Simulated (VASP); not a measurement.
Wanted: the native input for a VASP 6.6.1 run.

```
Task                   : single point
Functional             : PBE
Potentials or basis    : VASP PAW PBE potentials, release 64 (Ti_sv, W_sv, C)
Cutoff                 : 520 eV
k mesh                 : 6 × 6 × 1
Occupations            : gaussian, width 0.1 eV
Spin                   : no spin polarisation
Dipole correction      : no
Further INCAR settings : ALGO = Normal; EDIFF = 1e-06; NBANDS = 61
```

The structure of Ti5WC6 lies in POSCAR:

```
Ti5WC6
1.0
    3.3917397900      0.0000000000      0.0000000000
   -1.6958698900      2.9373328200      0.0000000000
    0.0000000000      0.0000000000     16.6160636400
Ti W C
5 1 6
Direct
    0.6666666700      0.3333333300      0.6666666700
    0.3333333300      0.6666666700      0.3333333300
    0.6666666700      0.3333333300      0.1666666700
    0.0000000000      0.0000000000      0.0000000000
    0.3333333300      0.6666666700      0.8333333300
    0.0000000000      0.0000000000      0.5000000000
    0.3333333300      0.6666666700      0.5833333300
    0.6666666700      0.3333333300      0.4166666700
    0.0000000000      0.0000000000      0.2500000000
    0.3333333300      0.6666666700      0.0833333300
    0.6666666700      0.3333333300      0.9166666700
    0.0000000000      0.0000000000      0.7500000000
```

The input as run:

INCAR

```
ALGO     = Normal         # electronic algorithm
EDIFF    = 1E-6           # SCF threshold, eV
ENCUT    = 520            # plane-wave cutoff, eV
GGA      = PE             # functional
ISIF     = 2              # what is computed and relaxed
ISMEAR   = 0              # smearing method
LASPH    = True           # aspherical terms in the spheres
LCHARG   = False          # write CHGCAR
LREAL    = False          # projectors in reciprocal space
LWAVE    = False          # write WAVECAR
NBANDS   = 61             # bands
NELM     = 100            # most SCF steps
PREC     = Accurate       # precision mode
SIGMA    = 0.1            # smearing width, eV
```

KPOINTS

```
k-points
0
Gamma
  6 6 1
```

Potentials or basis: VASP PAW PBE potentials, release 64 (Ti_sv, W_sv, C).

Launch:

```sh
$ cat potpaw_PBE.64/Ti_sv/POTCAR potpaw_PBE.64/W_sv/POTCAR potpaw_PBE.64/C/POTCAR > POTCAR
$ mpirun -np 1 vasp_std > vasp.out
```

It gave:

The pressure is -43.4 GPa. The largest force is 1.007 eV/Å and the band gap on the k mesh is zero (bands 49 and 50 overlap by 0.74 eV).

Caveat: the k points lie up to 0.38 Å⁻¹ apart, too coarse for converged energies and pressures of a metal; spin-orbit coupling is left out, which moves the levels of the heavy elements; forces of over 1 eV/Å act on the atoms, so gaps and moduli don't describe the material at rest.

Wall time 89 s on 1 thread of AMD EPYC 9R45 96-Core Processor (Zen 5) (shared host), peak memory 0.3 GiB.
